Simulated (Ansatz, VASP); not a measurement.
## TiO2 in VASP and in Ansatz

INCAR

```
PREC     = Accurate       # precision mode
ENCUT    = 520            # plane-wave cutoff, eV
EDIFF    = 1E-6           # SCF threshold, eV
ISMEAR   = 0              # smearing method
SIGMA    = 0.05           # smearing width, eV
LREAL    = F              # projectors in reciprocal space
LASPH    = T              # aspherical terms in the spheres
NELM     = 60             # most SCF steps
ALGO     = Normal         # electronic algorithm
ISIF     = 2              # what is computed and relaxed
LWAVE    = F              # write WAVECAR
LCHARG   = F              # write CHGCAR
GGA      = PE             # functional
NBANDS   = 33             # bands
```

File KPOINTS:

```
regular mesh
0
Gamma
  6 6 10
```

File POSCAR:

```
TiO2
1.0
    4.5273148210      0.0000000000      0.0000000000
    0.0000000000      4.5273148210      0.0000000000
    0.0000000000      0.0000000000      2.8897670966
Ti O
2 4
Direct
    0.0000000000      0.0000000000      0.0039244396
    0.5000000000      0.5000000000      0.5039244396
    0.3050970583      0.3050970583     -0.0058707153
    0.1949029417      0.8050970583      0.4941292847
    0.6949029417      0.6949029417     -0.0058707153
    0.8050970583      0.1949029417      0.4941292847
```

Input for Ansatz:

```yaml
crystal:
  lattice:
    - [4.527314821, 0.0, 0.0]
    - [0.0, 4.527314821, 0.0]
    - [0.0, 0.0, 2.8897670966]
  atoms:
    - { symbol: Ti, position: [0.0, 0.0, 0.0039244396] }
    - { symbol: Ti, position: [0.5, 0.5, 0.5039244396] }
    - { symbol: O, position: [0.3050970583, 0.3050970583, -0.0058707153] }
    - { symbol: O, position: [0.1949029417, 0.8050970583, 0.4941292847] }
    - { symbol: O, position: [0.6949029417, 0.6949029417, -0.0058707153] }
    - { symbol: O, position: [0.8050970583, 0.1949029417, 0.4941292847] }
basis:
  ecutwfc: 520.0
kpoints:
  mp_grid: { grid: [6, 6, 10] }
hamiltonian:
  xc: pbe
  pseudopotentials: { kind: paw, azcp: { folder: soft_1 } }
scf:
  occupations: { method: gaussian, width: 0.05 }
output:
  forces: true
  stress: true
  eigenvalues: true
```

Change from the starting cell: mode 1 frozen in at -0.017 Å, equal normal strain along x, y and z -0.0250.

Alike in both runs: task single point; functional PBE; k mesh 6 × 6 × 10; occupations gaussian, width 0.05 eV; no spin polarisation.

|  | VASP | Ansatz |
| --- | --- | --- |
| version | VASP 6.6.1 | Ansatz 0.2.0 |
| potentials or method | VASP PAW PBE potentials, release 64 (Ti_sv, O), cutoff 520 eV | scalar-relativistic, plane waves, PAW |
| valence electrons in the cell | 48 | 48 |

VASP gave:

* gap on the k mesh at the Fermi level (eV): 2.05
* least direct gap on the mesh (eV): 2.05
* pressure (GPa): 21.3
* traceless stress, the component that is largest in VASP (GPa): 4.09
* rms of the force components (eV/Å): 0.229

Q: Estimate Ansatz's values.

A: gap on the k mesh at the Fermi level (eV): 2.08; least direct gap on the mesh (eV): 2.08; pressure (GPa): 20.5; traceless stress, the component that is largest in VASP (GPa): 3.83; rms of the force components (eV/Å): 0.214.

Atom by atom the forces differ by 0.015 eV/Å (rms over components). The functional is the same, so the differences come from potentials, cutoffs and numerics.
